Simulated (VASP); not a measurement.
# Ge5F (P6/mmm) in VASP: a series of runs

Runs on Ge5F. Level: PBE. Tasks: relaxation of cell and atoms, single point.

Everything below comes from runs of VASP 6.6.1. Logs are shortened: lines on timing, memory, paths and dates and some standing lists are left out, and cuts for length are marked.

### Step 1. The cell of the first run

Symmetry: P6/mmm, No. 191, hexagonal system. Conventional cell: a = 4.696 Å, b = 4.696 Å, c = 7.001 Å, α = 90.00°, β = 90.00°, γ = 120.00°. Ge (site symmetry 3m) has 7 Ge at 2.34 to 2.95 Å within 3.1 Å. Ge (site symmetry 6/mmm) has 12 Ge at 2.95 Å and 2 F at 3.50 Å within 3.9 Å. Within 4.7 Å of F (site symmetry 6/mmm) lie 14 Ge at 3.50 to 3.57 Å and 6 F at 4.70 Å.

The cell was generated, and may not be a known phase.

### Step 2. Relaxation of cell and atoms, PBE

File INCAR:

```
SYSTEM = Ge5F
  PREC = Accurate
  ENCUT = 600
  EDIFF = 1E-6
  ISMEAR = 0
  SIGMA = 0.1
  LREAL = .FALSE.
  LASPH = .TRUE.
  NELM = 100
  ALGO = Normal
  ISIF = 3
  LWAVE = .FALSE.
  LCHARG = .FALSE.
  GGA = PE
  IBRION = 2
  NSW = 90
  EDIFFG = -0.04
```

File KPOINTS:

```
Automatic mesh
0
G
  6 6 4
  0 0 0
```

File POSCAR:

```
Ge5F
1.0
    4.6959349600      0.0000000000      0.0000000000
   -2.3479674800      4.0667989700      0.0000000000
    0.0000000000      0.0000000000      7.0005176500
Ge F
5 1
Direct
    0.3333333300      0.6666666700      0.3328477000
    0.6666666700      0.3333333300      0.3328477000
    0.6666666700      0.3333333300      0.6671523000
    0.3333333300      0.6666666700      0.6671523000
    0.0000000000      0.0000000000      0.5000000000
    0.0000000000      0.0000000000      0.0000000000
```

Potentials or basis: VASP PAW PBE potentials, release 64 (Ge_d, F).

On the command line:

```bash
cat potpaw_PBE.64/Ge_d/POTCAR potpaw_PBE.64/F/POTCAR > POTCAR
mpirun -np 1 vasp_std > vasp.out
```

OUTCAR:

```text
SYSTEM = Ge5F
   PREC = Accurate
   ENCUT = 600
   EDIFF = 1E-6
   ISMEAR = 0
   LREAL = .FALSE.
   LASPH = .TRUE.
   NELM = 100
   ISIF = 3
   GGA = PE
   IBRION = 2
   NSW = 90
   EDIFFG = -0.04

 ion  position               nearest neighbor table
   1  0.333  0.667  0.333-   4 2.34   2 2.71   2 2.71   2 2.71
   2  0.667  0.333  0.333-   3 2.34   1 2.71   1 2.71   1 2.71
   3  0.667  0.333  0.667-   2 2.34   4 2.71   4 2.71   4 2.71
   4  0.333  0.667  0.667-   1 2.34   3 2.71   3 2.71   3 2.71
   5  0.000  0.000  0.500-
   6  0.000  0.000  0.000-

  LATTYP: Found a hexagonal cell.
 ALAT       =     4.6959349600
 C/A-ratio  =     1.4907612030

  Lattice vectors:

 A1 = (   4.6959349600,   0.0000000000,   0.0000000000)
 A2 = (  -2.3479674800,   4.0667989700,   0.0000000000)
 A3 = (   0.0000000000,   0.0000000000,   7.0005176500)

Analysis of symmetry for initial positions (statically):
=====================================================================
 Subroutine PRICEL returns:
 Original cell was already a primitive cell.

 Routine SETGRP: Setting up the symmetry group for a
 hexagonal supercell.

 Subroutine GETGRP returns: Found 24 space group operations
 (whereof 24 operations were pure point group operations)
 out of a pool of 24 trial point group operations.

The static configuration has the point symmetry D_6h.

Analysis of symmetry for dynamics (positions and initial velocities):
=====================================================================
 Subroutine PRICEL returns:
 Original cell was already a primitive cell.

 Routine SETGRP: Setting up the symmetry group for a
 hexagonal supercell.

 Subroutine GETGRP returns: Found 24 space group operations
 (whereof 24 operations were pure point group operations)
 out of a pool of 24 trial point group operations.

The dynamic configuration has the point symmetry D_6h.

 Subroutine INISYM returns: Found 24 space group operations
 (whereof 24 operations are pure point group operations),
 and found     1 'primitive' translations

----------------------------------------------------------------------------------------

                                     Primitive cell

  volume of cell :     133.6918

  direct lattice vectors                    reciprocal lattice vectors
     4.695934960  0.000000000  0.000000000     0.212950138  0.122946820  0.000000000
    -2.347967480  4.066798970  0.000000000     0.000000000  0.245893640  0.000000000
     0.000000000  0.000000000  7.000517650     0.000000000  0.000000000  0.142846579

  length of vectors
     4.695934960  4.695934960  7.000517650     0.245893640  0.245893640  0.142846579

  position of ions in fractional coordinates (direct lattice)
     0.333333330  0.666666670  0.332847700
     0.666666670  0.333333330  0.332847700
     0.666666670  0.333333330  0.667152300
     0.333333330  0.666666670  0.667152300
     0.000000000  0.000000000  0.500000000
     0.000000000  0.000000000  0.000000000

  ion indices of the primitive-cell ions
   primitive index   ion index
                 1           1
                 2           2
                 3           3
                 4           4
                 5           5
                 6           6

----------------------------------------------------------------------------------------

 KPOINTS: Automatic mesh

Automatic generation of k-mesh.
 Grid dimensions read from file:
 generate k-points for:    6    6    4

 Generating k-lattice:

  Cartesian coordinates                     Fractional coordinates (reciprocal lattice)
     0.035491690  0.020491137  0.000000000     0.166666667 -0.000000000  0.000000000
     0.000000000  0.040982273  0.000000000     0.000000000  0.166666667  0.000000000
     0.000000000  0.000000000  0.035711645     0.000000000  0.000000000  0.250000000

  Length of vectors
     0.040982273  0.040982273  0.035711645

  Shift w.r.t. Gamma in fractional coordinates (k-lattice)
     0.000000000  0.000000000  0.000000000

 Subroutine IBZKPT returns following result:
 ===========================================

 Found     21 irreducible k-points:

 Following reciprocal coordinates:
            Coordinates               Weight
  0.000000  0.000000  0.000000      1.000000
  0.166667  0.000000  0.000000      6.000000
  0.333333  0.000000  0.000000      6.000000
  0.500000 -0.000000  0.000000      3.000000
  0.166667  0.166667  0.000000      6.000000
  0.333333  0.166667  0.000000     12.000000
[... 13 lines left out ...]
  0.333333  0.166667  0.500000     12.000000
  0.333333  0.333333  0.500000      2.000000
   k-points           NKPTS =     21   k-points in BZ     NKDIM =     21   number of bands    NBANDS=     46
   number of dos      NEDOS =    301   number of ions     NIONS =      6
   total plane-waves  NPLWV =  89600
   dimension x,y,z NGX =    40 NGY =   40 NGZ =   56
   dimension x,y,z NGXF=    80 NGYF=   80 NGZF=  112
   ions per type =               5   1
   NGX,Y,Z   is equivalent  to a cutoff of  14.16, 14.16, 13.30 a.u.
   NGXF,Y,Z  is equivalent  to a cutoff of  28.32, 28.32, 26.60 a.u.
 SYSTEM =  Ge5F
   PREC   = accura    normal or accurate (medium, high low for compatibility)
   ISTART =      0    job   : 0-new  1-cont  2-samecut
   ICHARG =      2    charge: 1-file 2-atom 10-const
   ISPIN  =      1    spin polarized calculation?
   LNONCOLLINEAR =      F non collinear calculations
   LSORBIT =      F    spin-orbit coupling
   LASPH  =      T    aspherical Exc in radial PAW
   ENCUT  =  600.0 eV  44.10 Ry    6.64 a.u.   9.38  9.38 13.98*2*pi/ulx,y,z
   NELM   =    100;   NELMIN=  2; NELMDL= -5     # of ELM steps
   EDIFF  = 0.1E-05   stopping-criterion for ELM
   LREAL  =      F    real-space projection
   EDIFFG = -.4E-01   stopping-criterion for IOM
   NSW    =     90    number of steps for IOM
   IBRION =      2    ionic relax: 0-MD 1-quasi-New 2-CG
   NFREE  =      1    steps in history (QN), initial steepest desc. (CG)
   ISIF   =      3    stress and relaxation
   ISYM   =      2    0-nonsym 1-usesym 2-fastsym
   POTIM  = 0.5000    time-step for ionic-motion
   TEBEG  =    0.0;   TEEND  =   0.0 temperature during run
   PSTRESS=    0.0 pullay stress
   NELECT =      77.0000    total number of electrons
   NUPDOWN=      -1.0000    fix difference up-down
   EMIN   =  10.00;   EMAX   =-10.00  energy-range for DOS
   EFERMI =   0.00;   METHOD = LEGACY
   ISMEAR =     0;   SIGMA  =   0.10  broadening in eV -4-tet -1-fermi 0-gaus
   EFERMI_NEDOS =   21; number of points for ismear=-14 and -15
   IALGO  =     38    algorithm
   IMIX   =      4    mixing-type and parameters
     AMIX     =   0.40;   BMIX     =  1.00
     AMIX_MAG =   1.60;   BMIX_MAG =  1.00
  volume/ion in A,a.u.               =      22.28       150.37
  Fermi-wavevector in a.u.,A,eV,Ry     =   1.362083  2.573963 25.242465  1.855269
  Thomas-Fermi vector in A             =   2.488603
   LORBIT       =      0    0 simple, 1 ext, 2 COOP (PROOUT), +10 PAW based schemes
   GGA     = PE    functional components
   LHFCALC =     F    Hartree Fock is set to
   AEXX    =    0.0000 exact exchange contribution
   IVDW    =     0    specifies the selected vdW correction
   LEPSILON=     F    determine dielectric tensor
   LRPA    =     F    only Hartree local field effects (RPA)
 conjugate gradient relaxation of ions
 non-spin polarized calculation
 Gauss-broadening in eV      SIGMA  =   0.10
  energy-cutoff  :      600.00
  volume of cell :      133.69
 maximum number of plane-waves:      4502
 NGX is ok and might be reduce to    40
   NGX = 19   NGY = 19   NGZ = 27

--------------------------------------- Ionic step        1  -------------------------------------------

 number of electron      77.0000012 magnetization

 Free energy of the ion-electron system (eV)
  ---------------------------------------------------
  ext. energy  EPLUGINS =         0.00000000
  ---------------------------------------------------
  free energy    TOTEN  =       -22.91393020 eV

  energy without entropy =      -22.89428579  energy(sigma->0) =      -22.90410800

------------------------ aborting loop because EDIFF is reached ----------------------------------------

  FORCE on cell =-STRESS in cart. coord.  units (eV):
  Direction    XX          YY          ZZ          XY          YZ          ZX
  --------------------------------------------------------------------------------------
  -------------------------------------------------------------------------------------
  Total       -0.3188585     -0.3188585      8.1558118      0.0000000      0.0000000      0.0000000
  in kB       -3.8212338     -3.8212338     97.7401151      0.0000000      0.0000000      0.0000000
  external PRESSURE =      30.0325492 kB  Pullay stress =       0.0000000 kB
[... 101 lines left out ...]
  FREE ENERGIE OF THE ION-ELECTRON SYSTEM (eV)
  ---------------------------------------------------
  free  energy   TOTEN  =       -23.6896790748 eV

  energy  without entropy=      -23.6745555454  energy(sigma->0) =      -23.68211731

 E-fermi :   3.7498     XC(G=0):  -9.8779

 val. band max:        3.7011843750   @ k =   0.5000  -0.0000   0.5000
 cond. band min:       3.8938481953   @ k =   0.3333   0.0000   0.0000
 fundamental gap:      0.1926638203
 Fermi energy:         3.7498104504

 k-point     1 :       0.0000    0.0000    0.0000
  band No.  band energies     occupation
      1     -21.0754      2.00000
      2     -21.0575      2.00000
      3     -21.0575      2.00000
      4     -21.0300      2.00000
      5     -21.0300      2.00000
      6     -21.0124      2.00000
[... 1018 lines left out ...]
     45       7.9488      0.00000
     46       9.5611      0.00000

[... ionic steps 4 to 26 ...]

--------------------------------------- Ionic step       27  -------------------------------------------

 number of electron      77.0000019 magnetization

------------------------ aborting loop because EDIFF is reached ----------------------------------------

  FORCE on cell =-STRESS in cart. coord.  units (eV):
  Direction    XX          YY          ZZ          XY          YZ          ZX
  --------------------------------------------------------------------------------------
  -------------------------------------------------------------------------------------
  Total        0.4171454      0.4171454     -0.1679049      0.0000000      0.0000000     -0.0000000
  in kB        6.4739656      6.4739656     -2.6058307      0.0000000      0.0000000     -0.0000000
  external PRESSURE =       3.4473669 kB  Pullay stress =       0.0000000 kB
[... 65 lines left out ...]
  energy  without entropy=      -25.0396509600  energy(sigma->0) =      -25.04666032

--------------------------------------- Ionic step       29  -------------------------------------------

 number of electron      77.0000012 magnetization

 Free energy of the ion-electron system (eV)
  ---------------------------------------------------
  ext. energy  EPLUGINS =         0.00000000
  ---------------------------------------------------
  free energy    TOTEN  =       -25.05815255 eV

  energy without entropy =      -25.04733685  energy(sigma->0) =      -25.05274470

 E-fermi :   5.9585     XC(G=0): -11.1282

 val. band max:        5.8446440996   @ k =   0.0000   0.0000   0.0000
 cond. band min:       5.9980577116   @ k =   0.3333   0.1667   0.5000
 fundamental gap:      0.1534136120
 Fermi energy:         5.9585197198

 k-point     1 :       0.0000    0.0000    0.0000
  band No.  band energies     occupation
      1     -19.1306      2.00000
      2     -19.1291      2.00000
      3     -19.1291      2.00000
      4     -19.0974      2.00000
      5     -19.0974      2.00000
      6     -18.8067      2.00000
[... 1051 lines left out ...]
  FREE ENERGIE OF THE ION-ELECTRON SYSTEM (eV)
  ---------------------------------------------------
  free  energy   TOTEN  =       -25.0581525457 eV

  energy  without entropy=      -25.0473368463  energy(sigma->0) =      -25.05274470

 reached required accuracy - stopping structural energy minimisation
```

It took 46 min on 1 thread of Intel Xeon Platinum 8488C (Sapphire Rapids), shared host; peak memory 0.36 GiB.

Results:

| Property | Result |
| --- | --- |
| Free energy | -25.0582 eV |
| Relaxed volume | 17.41 Å³/atom |
| Relaxed cell | a = 4.647 Å, b = 4.647 Å, c = 5.586 Å, α = 90.00°, β = 90.00°, γ = 120.00° |
| Space group after relaxing (to 0.1 Å) | P6/mmm (No. 191) |
| Pressure after relaxing | -0.3 GPa |
| Largest force after relaxing | 0.023 eV/Å |
| Band gap on the k mesh | zero (an odd number of electrons rules out a gap without spin polarisation) |

Forces in eV/Å, atoms in the order of the input:
```
Ge   0.000  0.000  0.023
Ge   0.000  0.000  0.023
Ge   0.000  0.000 -0.023
Ge   0.000  0.000 -0.023
Ge   0.000  0.000  0.000
F    0.000  0.000  0.000
```

Final structure:
```
Ge F
1.0
     4.64748    0.00000    0.00000
    -2.32374    4.02483    0.00000
     0.00000    0.00000    5.58586
Ge F
5 1
Direct
  0.33333 0.66667 0.23317
  0.66667 0.33333 0.23317
  0.66667 0.33333 0.76683
  0.33333 0.66667 0.76683
  0.00000 0.00000 0.50000
  0.00000 0.00000 0.00000
```

Caveat: the volume moved by over 15 % at a fixed basis, so the end points are rough; an odd number of electrons without spin polarisation forces a metal; a magnetic or distorted state may lie lower.

### Step 3. Single point, PBE

This run uses another cell than the first one, of 17.33 Å³/atom.

File INCAR:

```
ALGO = Normal
EDIFF = 1E-6
ENCUT = 520
GGA = PE
ISIF = 2
ISMEAR = 0
LASPH = True
LCHARG = False
LREAL = False
LWAVE = False
NBANDS = 48
NELM = 80
PREC = Accurate
SIGMA = 0.1
```

File KPOINTS:

```
k-points
0
Gamma
  12 12 8
```

File POSCAR:

```
Ge5F
1.0
    4.6617299105      0.0000000000      0.0000000000
   -2.3308649552      4.0371765280      0.0000000000
    0.0000000000      0.0000000000      5.5238069225
Ge F
5 1
Direct
    0.3333333333      0.6666666667      0.2375451771
    0.6666666667      0.3333333333      0.2375451771
    0.6666666667      0.3333333333      0.7624548229
    0.3333333333      0.6666666667      0.7624548229
    0.0000000000      0.0000000000      0.5000000000
    0.0000000000      0.0000000000      0.0000000000
```

Potentials or basis: VASP PAW PBE potentials, release 64 (Ge_d, F).

On the command line:

```bash
cat potpaw_PBE.64/Ge_d/POTCAR potpaw_PBE.64/F/POTCAR > POTCAR
mpirun -np 1 vasp_std > vasp.out
```

Wall time 5.3 min (1 thread of Intel Xeon Platinum 8488C (Sapphire Rapids), shared host); peak memory 0.45 GiB.

It converged, with:

```yaml
Free_energy: -25.1031 eV
Pressure: -0.1 GPa
Band_gap_on_the_k_mesh: zero (an odd number of electrons rules out a gap without spin polarisation)
```

Levels at points of the mesh, in eV from the Fermi level:
```csv
k point,band 36,band 37,band 38,band 39,band 40,band 41
"(0.00, 0.00, 0.00)",-2.71,-1.65,-1.04,-1.04,-0.15,-0.01
"(0.50, 0.00, 0.00)",-2.46,-2.20,-1.10,0.82,0.89,2.02
"(0.00, 0.00, 0.50)",-1.82,-1.76,-1.76,-1.43,-1.43,-1.37
"(0.50, 0.00, 0.50)",-1.68,-1.26,0.54,0.65,1.80,2.38
```

Caveat: an odd number of electrons without spin polarisation forces a metal; a magnetic or distorted state may lie lower.

The gap in the log of VASP goes by the Fermi energy; the results here count the filled bands.